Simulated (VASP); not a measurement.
# GaAs in VASP: single point with PBE

Aim: the single point of GaAs with PBE.

Program: VASP 6.6.1. These are calculated values, not measurements. Logs are shortened: lines on timing, memory, paths and dates and some standing lists are left out, and cuts for length are marked.

## 1. The cell of the first run

The cell holds a wire or tube with vacuum around it, 16 atoms: a = 17.700 Å, b = 18.000 Å, c = 4.044 Å, α = 90.00°, β = 90.00°, γ = 90.00°.

## 2. Single point, PBE

The input, INCAR:

```
SYSTEM = GaAs
PREC = Accurate
ENCUT = 520
EDIFF = 1E-6
ISMEAR = 0
SIGMA = 0.05
LREAL = Auto
LASPH = .TRUE.
NELM = 100
ALGO = Normal
ISIF = 2
LWAVE = .FALSE.
LCHARG = .FALSE.
GGA = PE
NBANDS = 86
```

The input, KPOINTS:

```
Automatic mesh
0
G
  1 1 12
  0 0 0
```

The input, POSCAR:

```
GaAs
1.0
   17.7000000000      0.0000000000      0.0000000000
    0.0000000000     18.0000000000      0.0000000000
    0.0000000000      0.0000000000      4.0437978231
Ga As
8 8
Direct
    0.7275335957      0.5599513192      0.5000000000
    0.6177800559      0.7006010236      0.0000000000
    0.4390325568      0.7237413691      0.5000000000
    0.2959989590      0.6158170550      0.0000000000
    0.2724664043      0.4400486808      0.5000000000
    0.3822199441      0.2993989764      0.0000000000
    0.5609674432      0.2762586309      0.5000000000
    0.7040010410      0.3841829450      0.0000000000
    0.7323314420      0.6319010103      0.0000000000
    0.5694342241      0.7548131846      0.5000000000
    0.3658633794      0.7284592513      0.0000000000
    0.2408679478      0.5682769870      0.5000000000
    0.2676685580      0.3680989897      0.0000000000
    0.4305657759      0.2451868154      0.5000000000
    0.6341366206      0.2715407487      0.0000000000
    0.7591320522      0.4317230130      0.5000000000
```

Potentials or basis: VASP PAW PBE potentials, release 64 (Ga_d, As).

Started as:

```console
cat potpaw_PBE.64/Ga_d/POTCAR potpaw_PBE.64/As/POTCAR > POTCAR
mpirun -np 1 vasp_std > vasp.out
```

OUTCAR:

```text
SYSTEM = GaAs
   PREC = Accurate
   ENCUT = 520
   EDIFF = 1E-6
   ISMEAR = 0
   LREAL = Auto
   LASPH = .TRUE.
   NELM = 100
   ISIF = 2
   GGA = PE

 ion  position               nearest neighbor table
   1  0.728  0.560  0.500-  16 2.37   9 2.40   9 2.40
   2  0.618  0.701  0.000-   9 2.37  10 2.40  10 2.40
   3  0.439  0.724  0.500-  10 2.37  11 2.40  11 2.40
   4  0.296  0.616  0.000-  11 2.37  12 2.40  12 2.40
   5  0.272  0.440  0.500-  12 2.37  13 2.40  13 2.40
   6  0.382  0.299  0.000-  13 2.37  14 2.40  14 2.40
[... 8 lines left out ...]
  15  0.634  0.272  0.000-   8 2.37   7 2.40   7 2.40
  16  0.759  0.432  0.500-   1 2.37   8 2.40   8 2.40

  LATTYP: Found a simple orthorhombic cell.
 ALAT       =     4.0437978231
 B/A-ratio  =     4.3770734281
 C/A-ratio  =     4.4512611133

  Lattice vectors:

 A1 = (   0.0000000000,   0.0000000000,   4.0437978231)
 A2 = (  17.7000000000,   0.0000000000,   0.0000000000)
 A3 = (   0.0000000000,  18.0000000000,   0.0000000000)

Analysis of symmetry for initial positions (statically):
=====================================================================
 Subroutine PRICEL returns:
 Original cell was already a primitive cell.

 Routine SETGRP: Setting up the symmetry group for a
 simple orthorhombic supercell.

 Subroutine GETGRP returns: Found  4 space group operations
 (whereof  4 operations were pure point group operations)
 out of a pool of  8 trial point group operations.

The static configuration has the point symmetry C_2h.

Analysis of symmetry for dynamics (positions and initial velocities):
=====================================================================
 Subroutine PRICEL returns:
 Original cell was already a primitive cell.

 Routine SETGRP: Setting up the symmetry group for a
 simple orthorhombic supercell.

 Subroutine GETGRP returns: Found  4 space group operations
 (whereof  4 operations were pure point group operations)
 out of a pool of  8 trial point group operations.

The dynamic configuration has the point symmetry C_2h.

 Subroutine INISYM returns: Found  4 space group operations
 (whereof  4 operations are pure point group operations),
 and found     1 'primitive' translations

----------------------------------------------------------------------------------------

                                     Primitive cell

  volume of cell :    1288.3540

  direct lattice vectors                    reciprocal lattice vectors
    17.700000000  0.000000000  0.000000000     0.056497175  0.000000000  0.000000000
     0.000000000 18.000000000  0.000000000     0.000000000  0.055555556  0.000000000
     0.000000000  0.000000000  4.043797823     0.000000000  0.000000000  0.247292284

  length of vectors
    17.700000000 18.000000000  4.043797823     0.056497175  0.055555556  0.247292284

  position of ions in fractional coordinates (direct lattice)
     0.727533596  0.559951319  0.500000000
     0.617780056  0.700601024  0.000000000
     0.439032557  0.723741369  0.500000000
     0.295998959  0.615817055  0.000000000
     0.272466404  0.440048681  0.500000000
     0.382219944  0.299398976  0.000000000
[... 8 lines left out ...]
     0.634136621  0.271540749  0.000000000
     0.759132052  0.431723013  0.500000000

  ion indices of the primitive-cell ions
   primitive index   ion index
                 1           1
                 2           2
                 3           3
                 4           4
                 5           5
                 6           6
[... 8 lines left out ...]
                15          15
                16          16

----------------------------------------------------------------------------------------

 KPOINTS: Automatic mesh

Automatic generation of k-mesh.
 Grid dimensions read from file:
 generate k-points for:    1    1   12

 Generating k-lattice:

  Cartesian coordinates                     Fractional coordinates (reciprocal lattice)
     0.056497175  0.000000000  0.000000000     1.000000000  0.000000000  0.000000000
     0.000000000  0.055555556  0.000000000     0.000000000  1.000000000  0.000000000
     0.000000000  0.000000000  0.020607690     0.000000000  0.000000000  0.083333333

  Length of vectors
     0.056497175  0.055555556  0.020607690

  Shift w.r.t. Gamma in fractional coordinates (k-lattice)
     0.000000000  0.000000000  0.000000000

 Subroutine IBZKPT returns following result:
 ===========================================

 Found      7 irreducible k-points:

 Following reciprocal coordinates:
            Coordinates               Weight
  0.000000  0.000000  0.000000      1.000000
  0.000000  0.000000  0.083333      2.000000
  0.000000  0.000000  0.166667      2.000000
  0.000000  0.000000  0.250000      2.000000
  0.000000  0.000000  0.333333      2.000000
  0.000000  0.000000  0.416667      2.000000
  0.000000  0.000000  0.500000      1.000000
   k-points           NKPTS =      7   k-points in BZ     NKDIM =      7   number of bands    NBANDS=     86
   number of dos      NEDOS =    301   number of ions     NIONS =     16
   total plane-waves  NPLWV = 588000
   dimension x,y,z NGX =   140 NGY =  140 NGZ =   30
   dimension x,y,z NGXF=   280 NGYF=  280 NGZF=   60
   ions per type =               8   8
   NGX,Y,Z   is equivalent  to a cutoff of  13.15, 12.93, 12.33 a.u.
   NGXF,Y,Z  is equivalent  to a cutoff of  26.30, 25.86, 24.67 a.u.
 SYSTEM =  GaAs
   PREC   = accura    normal or accurate (medium, high low for compatibility)
   ISTART =      0    job   : 0-new  1-cont  2-samecut
   ICHARG =      2    charge: 1-file 2-atom 10-const
   ISPIN  =      1    spin polarized calculation?
   LNONCOLLINEAR =      F non collinear calculations
   LSORBIT =      F    spin-orbit coupling
   LASPH  =      T    aspherical Exc in radial PAW
   ENCUT  =  520.0 eV  38.22 Ry    6.18 a.u.  32.91 33.47  7.52*2*pi/ulx,y,z
   NELM   =    100;   NELMIN=  2; NELMDL= -5     # of ELM steps
   EDIFF  = 0.1E-05   stopping-criterion for ELM
   LREAL  =      T    real-space projection
   EDIFFG = 0.1E-04   stopping-criterion for IOM
   NSW    =      0    number of steps for IOM
[... 5 lines left out ...]
   TEBEG  =    0.0;   TEEND  =   0.0 temperature during run
   PSTRESS=    0.0 pullay stress
   NELECT =     144.0000    total number of electrons
   NUPDOWN=      -1.0000    fix difference up-down
   EMIN   =  10.00;   EMAX   =-10.00  energy-range for DOS
   EFERMI =   0.00;   METHOD = LEGACY
   ISMEAR =     0;   SIGMA  =   0.05  broadening in eV -4-tet -1-fermi 0-gaus
   EFERMI_NEDOS =   21; number of points for ismear=-14 and -15
   IALGO  =     38    algorithm
   IMIX   =      4    mixing-type and parameters
     AMIX     =   0.40;   BMIX     =  1.00
     AMIX_MAG =   1.60;   BMIX_MAG =  1.00
  volume/ion in A,a.u.               =      80.52       543.39
  Fermi-wavevector in a.u.,A,eV,Ry     =   0.788589  1.490217  8.461086  0.621872
  Thomas-Fermi vector in A             =   1.893561
   LORBIT       =      0    0 simple, 1 ext, 2 COOP (PROOUT), +10 PAW based schemes
   GGA     = PE    functional components
   LHFCALC =     F    Hartree Fock is set to
   AEXX    =    0.0000 exact exchange contribution
   IVDW    =     0    specifies the selected vdW correction
   LEPSILON=     F    determine dielectric tensor
   LRPA    =     F    only Hartree local field effects (RPA)
 non-spin polarized calculation
 Gauss-broadening in eV      SIGMA  =   0.05
  energy-cutoff  :      520.00
  volume of cell :     1288.35
 maximum number of plane-waves:     34777
 NGX is ok and might be reduce to   140
   NGX = 65   NGY = 67   NGZ = 15

 number of electron     144.0000094 magnetization

 Free energy of the ion-electron system (eV)
  ---------------------------------------------------
  ext. energy  EPLUGINS =         0.00000000
  ---------------------------------------------------
  free energy    TOTEN  =       -60.77738791 eV

  energy without entropy =      -60.77738791  energy(sigma->0) =      -60.77738791

 E-fermi :  -2.7194     XC(G=0):  -3.7328

 val. band max:       -2.9588139755   @ k =   0.0000   0.0000   0.2500
 cond. band min:      -1.5726669630   @ k =   0.0000   0.0000   0.0000
 fundamental gap:      1.3861470125
 Fermi energy:        -2.7193823611

 k-point     1 :       0.0000    0.0000    0.0000
  band No.  band energies     occupation
      1     -17.4213      2.00000
      2     -17.4102      2.00000
      3     -17.4101      2.00000
      4     -17.3840      2.00000
      5     -17.3839      2.00000
      6     -17.3576      2.00000
[... 76 lines left out ...]
     83       0.4988      0.00000
     84       0.5004      0.00000

 k-point     2 :       0.0000    0.0000    0.0833
  band No.  band energies     occupation
      1     -17.4189      2.00000
      2     -17.4083      2.00000
      3     -17.4083      2.00000
      4     -17.3828      2.00000
      5     -17.3826      2.00000
      6     -17.3558      2.00000
[... 76 lines left out ...]
     83       0.4772      0.00000
     84       0.6336      0.00000

 k-point     3 :       0.0000    0.0000    0.1667
  band No.  band energies     occupation
      1     -17.4121      2.00000
      2     -17.4032      2.00000
      3     -17.4031      2.00000
      4     -17.3799      2.00000
      5     -17.3797      2.00000
      6     -17.3515      2.00000
[... 76 lines left out ...]
     83       0.5749      0.00000
     84       1.0579      0.00000

 k-point     4 :       0.0000    0.0000    0.2500
  band No.  band energies     occupation
      1     -17.4020      2.00000
      2     -17.3958      2.00000
      3     -17.3958      2.00000
      4     -17.3768      2.00000
      5     -17.3767      2.00000
      6     -17.3485      2.00000
[... 76 lines left out ...]
     83       0.6757      0.00000
     84       0.9367      0.00000

 k-point     5 :       0.0000    0.0000    0.3333
  band No.  band energies     occupation
      1     -17.3896      2.00000
      2     -17.3872      2.00000
      3     -17.3871      2.00000
      4     -17.3749      2.00000
      5     -17.3748      2.00000
      6     -17.3505      2.00000
[... 76 lines left out ...]
     83       0.5586      0.00000
     84       0.5592      0.00000

 k-point     6 :       0.0000    0.0000    0.4167
  band No.  band energies     occupation
      1     -17.3777      2.00000
      2     -17.3777      2.00000
      3     -17.3756      2.00000
      4     -17.3742      2.00000
      5     -17.3742      2.00000
      6     -17.3579      2.00000
[... 76 lines left out ...]
     83       0.3872      0.00000
     84       0.3873      0.00000

 k-point     7 :       0.0000    0.0000    0.5000
  band No.  band energies     occupation
      1     -17.3741      2.00000
      2     -17.3741      2.00000
      3     -17.3677      2.00000
      4     -17.3677      2.00000
      5     -17.3677      2.00000
      6     -17.3676      2.00000
[... 76 lines left out ...]
     83       0.5532      0.00000
     84       0.5534      0.00000
 [bands above 84 left out]

------------------------ aborting loop because EDIFF is reached ----------------------------------------

  FORCE on cell =-STRESS in cart. coord.  units (eV):
  Direction    XX          YY          ZZ          XY          YZ          ZX
  --------------------------------------------------------------------------------------
  -------------------------------------------------------------------------------------
  Total        5.0352757      5.0231998     -0.4702260      0.0018869      0.0000000      0.0000000
  in kB        6.2617920      6.2467746     -0.5847658      0.0023465      0.0000000      0.0000000
  external PRESSURE =       3.9746002 kB  Pullay stress =       0.0000000 kB

 VOLUME and BASIS-vectors are now :
 -----------------------------------------------------------------------------
  energy-cutoff  :      520.00
  volume of cell :     1288.35
      direct lattice vectors                 reciprocal lattice vectors
    17.700000000  0.000000000  0.000000000     0.056497175  0.000000000  0.000000000
     0.000000000 18.000000000  0.000000000     0.000000000  0.055555556  0.000000000
     0.000000000  0.000000000  4.043797823     0.000000000  0.000000000  0.247292284

 POSITION                                       TOTAL-FORCE (eV/Angst)
 -----------------------------------------------------------------------------------
     12.87734     10.07912      2.02190        -0.258413     -0.106187      0.000000
     10.93471     12.61082      0.00000        -0.108295     -0.258762      0.000000
      7.77088     13.02734      2.02190         0.106056     -0.259979      0.000000
      5.23918     11.08471      0.00000         0.259696     -0.108269      0.000000
      4.82266      7.92088      2.02190         0.258413      0.106187      0.000000
      6.76529      5.38918      0.00000         0.108295      0.258762      0.000000
[... 8 lines left out ...]
     11.22422      4.88773      0.00000         0.292396     -0.424502     -0.000000
     13.43664      7.77101      2.02190         0.506203     -0.104187      0.000000
 -----------------------------------------------------------------------------------
    total drift:                                0.000000      0.000000     -0.000000

  FREE ENERGIE OF THE ION-ELECTRON SYSTEM (eV)
  ---------------------------------------------------
  free  energy   TOTEN  =       -60.7773879071 eV

  energy  without entropy=      -60.7773879071  energy(sigma->0) =      -60.77738791
```

Wall time 19 min (1 thread of AMD EPYC 9R45 (Zen 5), shared host); peak memory 1.3 GiB.

What came out:

```
Free energy            : -60.7774 eV
Largest force          : 0.517 eV/Å
Band gap on the k mesh : 1.39 eV (least direct gap 1.41 eV)
```

Forces on the atoms (eV/Å):
```
Ga  -0.258 -0.106  0.000
Ga  -0.108 -0.259  0.000
Ga   0.106 -0.260  0.000
Ga   0.260 -0.108  0.000
Ga   0.258  0.106  0.000
Ga   0.108  0.259  0.000
Ga  -0.106  0.260  0.000
Ga  -0.260  0.108  0.000
As   0.429  0.283  0.000
As   0.106  0.504  0.000
As  -0.292  0.425  0.000
As  -0.506  0.104  0.000
As  -0.429 -0.283  0.000
As  -0.106 -0.504  0.000
As   0.292 -0.425  0.000
As   0.506 -0.104  0.000
```

Levels at points of the mesh, in eV from the valence-band top:
| k point | band 68 | band 69 | band 70 | band 71 | band 72 | band 73 | band 74 | band 75 | band 76 | band 77 |
| --- | --- | --- | --- | --- | --- | --- | --- | --- | --- | --- |
| (0.00, 0.00, 0.00) | -0.32 | -0.32 | -0.20 | -0.19 | -0.03 | 1.39 | 1.76 | 2.02 | 2.02 | 2.36 |
| (0.00, 0.00, 0.50) | -0.61 | -0.59 | -0.59 | -0.59 | -0.59 | 2.26 | 2.26 | 2.53 | 2.53 | 2.53 |
